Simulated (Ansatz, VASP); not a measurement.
**Two plane-wave programs on Ga3Ir2**

Contents of INCAR:

```
SYSTEM = Ga3Ir2
PREC = Accurate
ENCUT = 600
EDIFF = 1E-6
ISMEAR = 0
SIGMA = 0.1
LREAL = .False.
LASPH = .True.
NELM = 100
ALGO = Fast
ISIF = 3
LWAVE = .False.
LCHARG = .False.
GGA = PE
IBRION = 2
NSW = 100
EDIFFG = -0.01
```

File KPOINTS:

```
Automatic mesh
0
Gamma
  8 8 8
  0 0 0
```

Contents of POSCAR:

```
Ga3Ir2
1.0
    4.6869425947      0.0000000000      0.0000000000
    0.0000000000      4.6869425947      0.0000000000
    0.0000000000      0.0000000000      4.6869425947
Ga Ir
3 2
Direct
    0.0000000000      0.5000000000      0.5000000000
    0.5000000000      0.0000000000      0.5000000000
    0.5000000000      0.5000000000      0.0000000000
    0.5000000000      0.5000000000      0.5000000000
    0.0000000000      0.0000000000      0.0000000000
```

Input for Ansatz:

```yaml
crystal:
  lattice:
    - [4.6869425947, 0.0, 0.0]
    - [0.0, 4.6869425947, 0.0]
    - [0.0, 0.0, 4.6869425947]
  atoms:
    - { symbol: Ga, position: [0.0, 0.5, 0.5] }
    - { symbol: Ga, position: [0.5, 0.0, 0.5] }
    - { symbol: Ga, position: [0.5, 0.5, 0.0] }
    - { symbol: Ir, position: [0.5, 0.5, 0.5] }
    - { symbol: Ir, position: [0.0, 0.0, 0.0] }
basis:
  ecutwfc: 420
kpoints:
  mp_grid: { grid: [8, 8, 8] }
hamiltonian:
  xc: pbe
scf:
  occupations: { method: gaussian, width: 0.1 }
output:
  forces: true
  stress: true
  eigenvalues: true
  write_density: true
  write_potential: true
  elf: true
  volumetric_format: npy
relax:
  adjacent_minimum: "off"
  f_tol: 0.01
  max_steps: 80
  cell: { stress_tol: 0.05 }
```

Alike in both runs: task relaxation of cell and atoms; functional PBE; k mesh 8 × 8 × 8; occupations gaussian, width 0.1 eV; no spin polarisation.

|  | VASP | Ansatz |
| --- | --- | --- |
| version | VASP 6.6.1 | Ansatz 0.2.0 |
| potentials or method | VASP PAW PBE potentials, release 64 (Ga_d, Ir), cutoff 600 eV | scalar-relativistic, plane waves, PAW |
| valence electrons in the cell | 57 | 73 |

```csv
,VASP,Ansatz,Ansatz less VASP
"gap on the k mesh at the Fermi level, each at its own relaxed structure (eV)",none,none,-
relaxed volume (Å³/atom),20.62,20.58,-0.043
relaxed cell length with the largest relative difference (Å),4.689,4.686,-0.0032
```

A gap of «none» marks a metal or a gap that the smearing closes. VASP's potentials hold 57 valence electrons a cell and Ansatz's 73, so a difference there can come from the potentials and not from the codes.

Neither program's run includes spin-orbit coupling.
